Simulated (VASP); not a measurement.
# MgAl15N16 (a cell with a defect) in VASP: a series of runs, part 2 of 2

VASP 6.6.1.

### Step 3. Relaxation of the atoms, PBE

File INCAR:

```
PREC = Accurate ; ENCUT = 520
EDIFF = 1E-7 ; ISMEAR = -1
SIGMA = 0.01 ; LREAL = Auto
LASPH = True ; NELM = 120
ALGO = Normal ; ISIF = 2
LWAVE = False ; LCHARG = False
GGA = PE ; IBRION = 2
NSW = 100 ; EDIFFG = -0.03
NELECT = 126.0 ; GGA_COMPAT = False
NELMIN = 4 ; ISYM = -1
```

File KPOINTS:

```
explicit points
1
Reciprocal
  0.25000000   0.25000000   0.25000000 1
```

File POSCAR:

```
MgAl15N16
1.0
    6.2595139100      0.0000000600      0.0000000000
   -3.1297570100      5.4208980300      0.0000000000
    0.0000000000      0.0000000000     10.0348065900
Al Mg N
15 1 16
Direct
    0.3333333300      0.1666666700      0.2496176900
    0.3333333300      0.1666666700      0.7496176900
    0.1666666700      0.3333333300      0.9996176900
    0.3333333300      0.6666666700      0.2496176900
    0.1666666700      0.8333333300      0.4996176900
    0.3333333300      0.6666666700      0.7496176900
    0.1666666700      0.8333333300      0.9996176900
    0.8333333300      0.1666666700      0.2496176900
    0.6666666700      0.3333333300      0.4996176900
    0.8333333300      0.1666666700      0.7496176900
    0.6666666700      0.3333333300      0.9996176900
    0.8333333300      0.6666666700      0.2496176900
    0.6666666700      0.8333333300      0.4996176900
    0.8333333300      0.6666666700      0.7496176900
    0.6666666700      0.8333333300      0.9996176900
    0.1666666700      0.3333333300      0.4996176900
    0.3333333300      0.1666666700      0.4403823100
    0.1666666700      0.3333333300      0.1903823100
    0.3333333300      0.1666666700      0.9403823100
    0.1666666700      0.3333333300      0.6903823100
    0.3333333300      0.6666666700      0.4403823100
    0.1666666700      0.8333333300      0.1903823100
    0.3333333300      0.6666666700      0.9403823100
    0.1666666700      0.8333333300      0.6903823100
    0.8333333300      0.1666666700      0.4403823100
    0.6666666700      0.3333333300      0.1903823100
    0.8333333300      0.1666666700      0.9403823100
    0.6666666700      0.3333333300      0.6903823100
    0.8333333300      0.6666666700      0.4403823100
    0.6666666700      0.8333333300      0.1903823100
    0.8333333300      0.6666666700      0.9403823100
    0.6666666700      0.8333333300      0.6903823100
```

Potentials or basis: VASP PAW PBE potentials, release 64 (Al, Mg, N).

Command:

```sh
> cat potpaw_PBE.64/Al/POTCAR potpaw_PBE.64/Mg/POTCAR potpaw_PBE.64/N/POTCAR > POTCAR
> mpirun -np 1 vasp_std > vasp.out
```

It took 11 min on 1 thread of Intel Xeon Platinum 8488C (Sapphire Rapids), shared host; peak memory 0.48 GiB.

It converged, with:

| Quantity | Value |
| --- | --- |
| Free energy | -240.9044 eV |
| Energy gained by relaxing | 20.7 meV/atom |
| Ionic steps | 14 |
| Largest force after relaxing | 0.026 eV/Å |

Forces in eV/Å, atoms in the order of the input:
```
Al  -0.001 -0.010  0.005
Al   0.010  0.006 -0.014
Al   0.002 -0.003 -0.010
Al  -0.007 -0.004  0.004
Al  -0.011 -0.002 -0.010
Al   0.003  0.018 -0.012
Al   0.001 -0.005  0.001
Al  -0.005 -0.008  0.006
Al  -0.009  0.016 -0.008
Al   0.006  0.007 -0.010
Al   0.011 -0.007  0.001
Al  -0.008 -0.009  0.005
Al   0.005 -0.005 -0.003
Al   0.002  0.010  0.003
Al  -0.008  0.002 -0.002
Mg   0.003  0.006 -0.017
N   -0.001 -0.005  0.016
N    0.003 -0.009 -0.002
N    0.003  0.003  0.000
N   -0.001  0.004  0.018
N    0.003 -0.005  0.010
N   -0.011 -0.014  0.012
N    0.008 -0.009  0.003
N   -0.005  0.005  0.008
N   -0.003 -0.007  0.005
N    0.001  0.003  0.005
N    0.004 -0.002 -0.006
N    0.003  0.025  0.005
N   -0.006  0.001 -0.009
N   -0.001 -0.008  0.000
N   -0.004 -0.001 -0.004
N    0.013  0.006  0.003
```

The path:
| step | energy change (eV) | largest force (eV/Å) | pressure (GPa) |
| --- | --- | --- | --- |
| 1 | 0.0000 | 2.7341 | -2.22 |
| 2 | -0.5671 | 0.7012 | -2.02 |
| 3 | -0.5777 | 0.5661 | -2.10 |
| 4 | -0.6340 | 0.1926 | -2.12 |
| 5 | -0.6368 | 0.2232 | -2.11 |
| 6 | -0.6513 | 0.1507 | -2.11 |
| 7 | -0.6517 | 0.1717 | -2.11 |
| 8 | -0.6572 | 0.0793 | -2.10 |
| 9 | -0.6577 | 0.1131 | -2.09 |
| 10 | -0.6607 | 0.0582 | -2.11 |
| 11 | -0.6607 | 0.0550 | -2.11 |
| 12 | -0.6619 | 0.0327 | -2.12 |
| 13 | -0.6619 | 0.0374 | -2.12 |
| 14 | -0.6626 | 0.0259 | -2.13 |

Final structure:
```
Al Mg N
1.0
     6.25951    0.00000    0.00000
    -3.12976    5.42090    0.00000
     0.00000    0.00000   10.03481
Al Mg N
15 1 16
Direct
  0.33416 0.16172 0.24621
  0.33757 0.16484 0.75129
  0.16605 0.33298 0.99946
  0.33206 0.66463 0.24808
  0.16312 0.83073 0.50181
  0.33757 0.67095 0.75085
  0.16295 0.83063 0.99879
  0.82850 0.16339 0.24833
  0.67124 0.33826 0.50162
  0.83263 0.16617 0.75113
  0.66689 0.33650 0.99888
  0.83262 0.66571 0.24922
  0.66501 0.83833 0.49919
  0.83370 0.66834 0.74998
  0.66619 0.83306 0.00015
  0.16431 0.33246 0.49780
  0.34605 0.15619 0.43549
  0.16639 0.32800 0.19129
  0.33137 0.16715 0.94248
  0.17320 0.33384 0.70500
  0.33874 0.68750 0.43619
  0.16577 0.82809 0.18770
  0.33180 0.66761 0.94192
  0.16913 0.83258 0.69172
  0.81377 0.16203 0.43458
  0.66832 0.33268 0.18760
  0.83167 0.16885 0.94233
  0.67089 0.33406 0.69159
  0.83119 0.67016 0.44037
  0.66628 0.82872 0.18922
  0.83094 0.66906 0.93944
  0.66992 0.83481 0.69030
```

Levels at points of the mesh, in eV from the Fermi level:
```tsv
k point	band 60	band 61	band 62	band 63	band 64	band 65	band 66	band 67
(0.25, 0.25, 0.25)	-0.45	-0.39	-0.19	-0.04	0.04	5.92	6.31	6.51
```

Caveat: the cell carries a net charge on a neutralising background, which shifts energy and pressure; the cell is charged against a uniform background, so pressure and absolute levels hang on convention.

### Step 4. Single point, PBE

File INCAR:

```
ALGO = Normal
EDIFF = 1E-6
ENCUT = 520
GGA = PE
GGA_COMPAT = False
ISIF = 2
ISMEAR = -1
ISYM = -1
LASPH = True
LCHARG = False
LREAL = Auto
LWAVE = False
NBANDS = 86
NELECT = 128.0
NELM = 120
PREC = Accurate
SIGMA = 0.01
```

File KPOINTS:

```
explicit points
4
Reciprocal
  0.25000000   0.25000000   0.25000000 2
  0.25000000   0.25000000   0.75000000 2
  0.25000000   0.75000000   0.25000000 2
  0.25000000   0.75000000   0.75000000 2
```

File POSCAR:

```
MgAl15N16
1.0
    6.2595139128      0.0000000578      0.0000000000
   -3.1297570064      5.4208980350      0.0000000000
    0.0000000000      0.0000000000     10.0348065929
Al Mg N
15 1 16
Direct
    0.3336725648      0.1651380118      0.2515302327
    0.3325233179      0.1660897297      0.7501398251
    0.1660936785      0.3327203840      0.9983778064
    0.3335905203      0.6668272575      0.2513589237
    0.1707617165      0.8354531938      0.4974040366
    0.3323200351      0.6645622444      0.7505135684
    0.1656791360      0.8327034614      1.0001795402
    0.8320211875      0.1652182613      0.2513697023
    0.6632596517      0.3278965721      0.4973626398
    0.8340852300      0.1663608104      0.7504928600
    0.6660069363      0.3329838947      1.0001867915
    0.8331047874      0.6657080146      0.2509196024
    0.6636949160      0.8349096638      0.4975085463
    0.8329322839      0.6657028769      0.7477771176
    0.6660999690      0.8326562391      1.0001208383
    0.1652060822      0.3335101876      0.5007800270
    0.3382244701      0.1604705670      0.4363221500
    0.1676350446      0.3310528583      0.1884316750
    0.3326103595      0.1659901047      0.9408544955
    0.1674520798      0.3312289469      0.7033973737
    0.3398266844      0.6830351511      0.4359150088
    0.1658364525      0.8303129682      0.1880690481
    0.3325176105      0.6695365380      0.9411533602
    0.1678760277      0.8313097836      0.6899023985
    0.8155840846      0.1587209448      0.4359083829
    0.6683901506      0.3328869227      0.1880803918
    0.8291728540      0.1661442732      0.9411302766
    0.6673879762      0.3307811982      0.6899103114
    0.8316399952      0.6670572745      0.4401077155
    0.6683288126      0.8304001695      0.1880835662
    0.8314139649      0.6671535534      0.9383983695
    0.6671637627      0.8314108741      0.6904451515
```

Potentials or basis: VASP PAW PBE potentials, release 64 (Al, Mg, N).

Command:

```sh
> cat potpaw_PBE.64/Al/POTCAR potpaw_PBE.64/Mg/POTCAR potpaw_PBE.64/N/POTCAR > POTCAR
> mpirun -np 1 vasp_std > vasp.out
```

OUTCAR:

```text
EDIFF = 1E-6
   ENCUT = 520
   GGA = PE
   ISIF = 2
   ISMEAR = -1
   ISYM = -1
   LASPH = True
   LREAL = Auto
   NELECT = 128.0
   NELM = 120
   PREC = Accurate

 ion  position               nearest neighbor table
   1  0.334  0.165  0.252-  17 1.86  18 1.91  26 1.92  22 1.92   9 3.05   5 3.05  16 3.10  11 3.10
                             7 3.10   4 3.12   8 3.12   3 3.12  12 3.13  12 3.13   8 3.14   4 3.14
   2  0.333  0.166  0.750-  20 1.85  24 1.91  28 1.91  19 1.91   3 3.08  16 3.09   7 3.09  11 3.09
                             5 3.11   9 3.11  10 3.12   6 3.12  14 3.13  14 3.13   6 3.14  10 3.14
   3  0.166  0.333  0.998-  19 1.90  18 1.91  23 1.91  27 1.91   6 3.07  10 3.07   2 3.08   8 3.12
                             4 3.12   1 3.12  11 3.13   7 3.13  15 3.13  15 3.13   7 3.13  11 3.13
   4  0.334  0.667  0.251-  21 1.85  22 1.90  30 1.92  18 1.93  13 3.05   5 3.05  16 3.09  15 3.10
                             7 3.10   3 3.12   1 3.12   8 3.12  12 3.13  12 3.13   8 3.14   1 3.14
   5  0.171  0.835  0.497-  21 1.85  17 1.87  29 1.93  24 1.93   1 3.05   4 3.05  12 3.08   9 3.08
                            13 3.09   2 3.11  14 3.11   6 3.11  16 3.12  16 3.14  13 3.17   9 3.18
   6  0.332  0.665  0.751-  20 1.87  24 1.90  32 1.91  23 1.91   3 3.07  16 3.08  15 3.09   7 3.09
                            13 3.11   5 3.11  10 3.12   2 3.12  14 3.13  14 3.13   2 3.14  10 3.14
   7  0.166  0.833  0.000-  23 1.88  22 1.89  19 1.90  31 1.92   2 3.09   6 3.09  12 3.10   1 3.10
                             4 3.10  14 3.11  15 3.13  11 3.13   3 3.13   3 3.13  11 3.13  15 3.13
   8  0.832  0.165  0.251-  25 1.85  26 1.90  30 1.92  18 1.93  13 3.05   9 3.05  16 3.09  15 3.10
                            11 3.10   3 3.12   1 3.12   4 3.12  12 3.13  12 3.13   4 3.14   1 3.14
   9  0.663  0.328  0.497-  25 1.85  17 1.87  29 1.93  28 1.93   1 3.05   8 3.05  12 3.08   5 3.08
[... 17 lines left out ...]
  19  0.333  0.166  0.941-   3 1.90   7 1.90  11 1.90   2 1.91
  20  0.167  0.331  0.703-   2 1.85   6 1.87  10 1.87  16 2.03
  21  0.340  0.683  0.436-   5 1.85   4 1.85  13 1.86  16 2.00
  22  0.166  0.830  0.188-   7 1.89   4 1.90  12 1.91   1 1.92
[... 8 lines left out ...]
  31  0.831  0.667  0.938-  15 1.90  14 1.91  11 1.91   7 1.92
  32  0.667  0.831  0.690-  14 1.89   6 1.91  10 1.91  13 1.94

IMPORTANT INFORMATION: All symmetrisations will be switched off!
NOSYMM: (Re-)initialisation of all symmetry stuff for point group C_1.

----------------------------------------------------------------------------------------

                                     Primitive cell

  volume of cell :     340.5029

  direct lattice vectors                    reciprocal lattice vectors
     6.259513913  0.000000058  0.000000000     0.159756813  0.092235641  0.000000000
    -3.129757006  5.420898035  0.000000000    -0.000000002  0.184471279  0.000000000
     0.000000000  0.000000000 10.034806593     0.000000000  0.000000000  0.099653141

  length of vectors
     6.259513913  6.259513913 10.034806593     0.184471279  0.184471279  0.099653141

  position of ions in fractional coordinates (direct lattice)
     0.333672565  0.165138012  0.251530233
     0.332523318  0.166089730  0.750139825
     0.166093678  0.332720384  0.998377806
     0.333590520  0.666827258  0.251358924
     0.170761717  0.835453194  0.497404037
     0.332320035  0.664562244  0.750513568
[... 24 lines left out ...]
     0.831413965  0.667153553  0.938398369
     0.667163763  0.831410874  0.690445152

  ion indices of the primitive-cell ions
   primitive index   ion index
                 1           1
                 2           2
                 3           3
                 4           4
                 5           5
                 6           6
[... 24 lines left out ...]
                31          31
                32          32

----------------------------------------------------------------------------------------

 KPOINTS: explicit points

Read explicit list of k-points.

 Found      4 k-points:

 Following reciprocal coordinates:
            Coordinates               Weight
  0.250000  0.250000  0.250000      0.250000
  0.250000  0.250000  0.750000      0.250000
  0.250000  0.750000  0.250000      0.250000
  0.250000  0.750000  0.750000      0.250000
   k-points           NKPTS =      4   k-points in BZ     NKDIM =      4   number of bands    NBANDS=     86
   number of dos      NEDOS =    301   number of ions     NIONS =     32
   total plane-waves  NPLWV = 184320
   dimension x,y,z NGX =    48 NGY =   48 NGZ =   80
   dimension x,y,z NGXF=    96 NGYF=   96 NGZF=  160
   ions per type =              15   1  16
   NGX,Y,Z   is equivalent  to a cutoff of  12.75, 12.75, 13.25 a.u.
   NGXF,Y,Z  is equivalent  to a cutoff of  25.50, 25.50, 26.51 a.u.
 SYSTEM =  unknown system
   PREC   = accura    normal or accurate (medium, high low for compatibility)
   ISTART =      0    job   : 0-new  1-cont  2-samecut
   ICHARG =      2    charge: 1-file 2-atom 10-const
   ISPIN  =      1    spin polarized calculation?
   LNONCOLLINEAR =      F non collinear calculations
   LSORBIT =      F    spin-orbit coupling
   LASPH  =      T    aspherical Exc in radial PAW
   ENCUT  =  520.0 eV  38.22 Ry    6.18 a.u.  11.64 11.64 18.66*2*pi/ulx,y,z
   NELM   =    120;   NELMIN=  2; NELMDL= -5     # of ELM steps
   EDIFF  = 0.1E-05   stopping-criterion for ELM
   LREAL  =      T    real-space projection
   EDIFFG = 0.1E-04   stopping-criterion for IOM
   NSW    =      0    number of steps for IOM
   IBRION =     -1    ionic relax: 0-MD 1-quasi-New 2-CG
   NFREE  =      0    steps in history (QN), initial steepest desc. (CG)
   ISIF   =      2    stress and relaxation
   ISYM   =     -1    0-nonsym 1-usesym 2-fastsym
   POTIM  = 0.5000    time-step for ionic-motion
   TEBEG  =    0.0;   TEEND  =   0.0 temperature during run
   PSTRESS=    0.0 pullay stress
   NELECT =     128.0000    total number of electrons
   NUPDOWN=      -1.0000    fix difference up-down
   EMIN   =  10.00;   EMAX   =-10.00  energy-range for DOS
   EFERMI =   0.00;   METHOD = LEGACY
   ISMEAR =    -1;   SIGMA  =   0.01  broadening in eV -4-tet -1-fermi 0-gaus
   EFERMI_NEDOS =   21; number of points for ismear=-14 and -15
   IALGO  =     38    algorithm
   IMIX   =      4    mixing-type and parameters
     AMIX     =   0.40;   BMIX     =  1.00
     AMIX_MAG =   1.60;   BMIX_MAG =  1.00
  volume/ion in A,a.u.               =      10.64        71.81
  Fermi-wavevector in a.u.,A,eV,Ry     =   1.181511  2.232733 18.993310  1.395969
  Thomas-Fermi vector in A             =   2.317783
   LORBIT       =      0    0 simple, 1 ext, 2 COOP (PROOUT), +10 PAW based schemes
   GGA     = PE    functional components
   LHFCALC =     F    Hartree Fock is set to
   AEXX    =    0.0000 exact exchange contribution
   IVDW    =     0    specifies the selected vdW correction
   LEPSILON=     F    determine dielectric tensor
   LRPA    =     F    only Hartree local field effects (RPA)
 non-spin polarized calculation
  energy-cutoff  :      520.00
  volume of cell :      340.50
 maximum number of plane-waves:      9165
 NGX is ok and might be reduce to    48
   NGX = 23   NGY = 23   NGZ = 37

 number of electron     127.9999996 magnetization

 Free energy of the ion-electron system (eV)
  ---------------------------------------------------
  ext. energy  EPLUGINS =         0.00000000
  ---------------------------------------------------
  free energy    TOTEN  =      -226.75484066 eV

  energy without entropy =     -226.75484066  energy(sigma->0) =     -226.75484066

 E-fermi :   6.3936     XC(G=0): -10.8412

 val. band max:        6.1410050582   @ k =   0.2500   0.7500   0.2500
 cond. band min:      10.8389785790   @ k =   0.2500   0.7500   0.7500
 fundamental gap:      4.6979735208
 Fermi energy:         6.3936379209

 k-point     1 :       0.2500    0.2500    0.2500
  band No.  band energies     occupation
      1      -8.7510      2.00000
      2      -8.2484      2.00000
      3      -8.1512      2.00000
      4      -8.0789      2.00000
      5      -7.7382      2.00000
      6      -7.6192      2.00000
[... 305 lines left out ...]
     75      12.0675      0.00000
     76      12.1866      0.00000
 [bands above 76 left out]

------------------------ aborting loop because EDIFF is reached ----------------------------------------

  FORCE on cell =-STRESS in cart. coord.  units (eV):
  Direction    XX          YY          ZZ          XY          YZ          ZX
  --------------------------------------------------------------------------------------
  -------------------------------------------------------------------------------------
  Total       15.3495993     13.9730564     16.2889280     -1.2129691     -0.0366842      0.0391757
  in kB       72.2248698     65.7477870     76.6447180     -5.7074152     -0.1726111      0.1843346
  external PRESSURE =      71.5391249 kB  Pullay stress =       0.0000000 kB

 VOLUME and BASIS-vectors are now :
 -----------------------------------------------------------------------------
  energy-cutoff  :      520.00
  volume of cell :      340.50
      direct lattice vectors                 reciprocal lattice vectors
     6.259513913  0.000000058  0.000000000     0.159756813  0.092235641  0.000000000
    -3.129757006  5.420898035  0.000000000    -0.000000002  0.184471279  0.000000000
     0.000000000  0.000000000 10.034806593     0.000000000  0.000000000  0.099653141

 POSITION                                       TOTAL-FORCE (eV/Angst)
 -----------------------------------------------------------------------------------
      1.57179      0.89520      2.52406         0.119161     -0.075086     -0.088625
      1.56161      0.90036      7.52751         0.135641     -0.074969     -0.080854
     -0.00167      1.80364     10.01853        -0.132965      0.069148     -0.116682
      0.00111      3.61480      2.52234         0.134180     -0.052086     -0.107161
     -1.54588      4.52891      4.99135        -0.114526      0.123963     -0.095663
      0.00024      3.60252      7.53126         0.130532     -0.097766     -0.098022
[... 24 lines left out ...]
      3.11622      3.61657      9.41665         0.195890     -0.107045      0.071416
      1.57401      4.50699      6.92848        -0.199981      0.120633      0.004141
 -----------------------------------------------------------------------------------
    total drift:                               -0.005815     -0.008712      0.003906

  FREE ENERGIE OF THE ION-ELECTRON SYSTEM (eV)
  ---------------------------------------------------
  free  energy   TOTEN  =      -226.7548406620 eV

  energy  without entropy=     -226.7548406620  energy(sigma->0) =     -226.75484066
```

Run time: 3.1 min. Hardware: 1 thread of Intel Xeon Platinum 8488C (Sapphire Rapids), shared host; peak memory 0.45 GiB.

What came out:

- Free energy: -226.7548 eV
- Largest force: 0.363 eV/Å

Forces in eV/Å, atoms in the order of the input:
```
Al   0.119 -0.075 -0.089
Al   0.136 -0.075 -0.081
Al  -0.133  0.069 -0.117
Al   0.134 -0.052 -0.107
Al  -0.115  0.124 -0.096
Al   0.131 -0.098 -0.098
Al  -0.128  0.080 -0.099
Al   0.104 -0.098 -0.111
Al  -0.165  0.036 -0.091
Al   0.158 -0.068 -0.096
Al  -0.138  0.064 -0.101
Al   0.113 -0.071 -0.122
Al  -0.129  0.074 -0.072
Al   0.145 -0.084 -0.092
Al  -0.135  0.073 -0.089
Mg  -0.103  0.056 -0.097
N    0.297 -0.170  0.080
N   -0.200  0.122  0.115
N    0.211 -0.116  0.119
N   -0.235  0.134  0.243
N    0.143 -0.094  0.080
N   -0.198  0.107  0.104
N    0.208 -0.114  0.074
N   -0.200  0.108  0.094
N    0.157 -0.068  0.083
N   -0.186  0.122  0.104
N    0.204 -0.117  0.077
N   -0.200  0.118  0.089
N    0.175 -0.103  0.139
N   -0.168  0.100  0.081
N    0.196 -0.107  0.071
N   -0.200  0.121  0.004
```

Levels at points of the mesh, in eV from the Fermi level:
```tsv
k point	band 62	band 63	band 64	band 65	band 66	band 67
(0.25, 0.25, 0.25)	-0.96	-0.65	-0.49	4.80	5.36	5.48
```

Caveat: the cell carries a net charge on a neutralising background, which shifts energy and pressure; the cell is charged against a uniform background, so pressure and absolute levels hang on convention.
